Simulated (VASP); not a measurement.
Write the native input for VASP 6.6.1 that does the following.

| Quantity | Value |
| --- | --- |
| Task | single point |
| Functional | PBEsol |
| Potentials or basis | VASP PAW PBE potentials, release 64 (Al, Ni) |
| Cutoff | 600 eV |
| k mesh | 18 × 18 × 18 |
| Occupations | gaussian, width 0.15 eV |
| Spin | no spin polarisation |
| Dipole correction | no |
| Further INCAR settings | ALGO = Normal; EDIFF = 1e-06; NBANDS = 21 |

The structure of AlNi lies in POSCAR:

```
AlNi
1.0
   -2.8621655520      0.0000000000     -2.8621655520
    0.0000000000     -2.8621655520     -2.8621655520
   -2.8621655520     -2.8621655520      0.0000000000
Al Ni
2 2
Direct
    0.5000000000      0.5000000000      0.5000000000
    0.0000000000      0.0000000000      0.0000000000
    0.2631019675      0.2631019675      0.2368980325
    0.7368980325      0.7368980325      0.7631019675
```

This cell differs from its parent crystal: atoms displaced along a vibrational mode.

The input as run:

INCAR

```
SYSTEM = AlNi
PREC = Accurate
ENCUT = 600
EDIFF = 1E-6
ISMEAR = 0
SIGMA = 0.15
LREAL = .FALSE.
LASPH = .TRUE.
NELM = 120
ALGO = Normal
ISIF = 2
LWAVE = .FALSE.
LCHARG = .FALSE.
GGA = PS
NBANDS = 21
GGA_COMPAT = .FALSE.
```

KPOINTS

```
Automatic mesh
0
G
  18 18 18
  0 0 0
```

Potentials or basis: VASP PAW PBE potentials, release 64 (Al, Ni).

Launch:

```sh
$ cat potpaw_PBE.64/Al/POTCAR potpaw_PBE.64/Ni/POTCAR > POTCAR
$ mpirun -np 1 vasp_std > vasp.out
```

Results of the run:

* Pressure: 0.7 GPa
* Largest force: 0.495 eV/Å
* Band gap on the k mesh: zero (bands 13 and 14 overlap by 2.69 eV)

Caveat: the cell differs from its parent crystal (atoms displaced along a vibrational mode); the PAW data sets were made with another functional, which shifts forces and pressure a little.

It took 9.2 min on 1 thread of Intel Xeon 8259CL, with other jobs on the host, peak memory 0.59 GiB.
